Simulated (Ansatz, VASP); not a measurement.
Two plane-wave programs on Yb

Contents of POSCAR:

```
Yb
1.0
    3.1550448083      0.0000000000      0.0000000000
    0.0000000000      3.1550448083      0.0000000000
    0.0000000000      0.0000000000      3.1550448083
Yb
1
Direct
    0.0000000000      0.0000000000      0.0000000000
```

Contents of INCAR.step1:

```
  PREC = Accurate
  ENCUT = 520
  ISMEAR = -1
  SIGMA = 0.1
  LREAL = F
  LASPH = T
  NELM = 80
  NBANDS = 18
  GGA = PE
  ALGO = Normal
  EDIFF = 1E-4
  LWAVE = T
  LCHARG = F
```

Contents of INCAR.step2:

```
  PREC = Accurate
  ENCUT = 520
  EDIFF = 1E-6
  ISMEAR = -1
  SIGMA = 0.1
  LREAL = F
  LASPH = T
  NELM = 80
  ALGO = Normal
  ISIF = 2
  LWAVE = F
  LCHARG = F
  METAGGA = R2SCAN
  LMIXTAU = T
  NBANDS = 18
  ISTART = 1
```

File KPOINTS:

```
Automatic mesh
0
Gamma
  11 11 11
```

Input for Ansatz:

```yaml
crystal:
  lattice:
    - [3.1550448083, 0.0, 0.0]
    - [0.0, 3.1550448083, 0.0]
    - [0.0, 0.0, 3.1550448083]
  atoms:
    - { symbol: Yb, position: [0.0, 0.0, 0.0] }
hamiltonian:
  xc: r2scan
  pseudopotentials:
    kind: paw
    azcp:
      Yb: "pseudopotentials/Yb.paw.azcp"
basis:
  ecutwfc: 500
  fft_grid_basis: typed
kpoints:
  mp_grid: { grid: [11, 11, 11], shift: [0, 0, 0] }
magnetization:
  spin_polarized: false
scf:
  occupations: { method: fermi_dirac, width: 0.1 }
  lower_state_search: "off"
output:
  stress: true
```

Alike in both runs: task single point; functional r2SCAN; k mesh 11 × 11 × 11; occupations fermi-dirac, width 0.1 eV; no spin polarisation.

```csv
,VASP,Ansatz
version,VASP 6.6.1,Ansatz 0.2.0
potentials or method,"VASP PAW PBE potentials, release 64 (Yb), cutoff 520 eV","plane waves (500 eV) with PAW, scalar-relativistic"
valence electrons in the cell,24,24
```

|  | VASP | Ansatz | Ansatz less VASP |
| --- | --- | --- | --- |
| pressure (GPa) | 1.6 | 2.4 | +0.82 |

VASP's potentials were made for PBE, not for r2SCAN.

Spin-orbit coupling is off throughout.
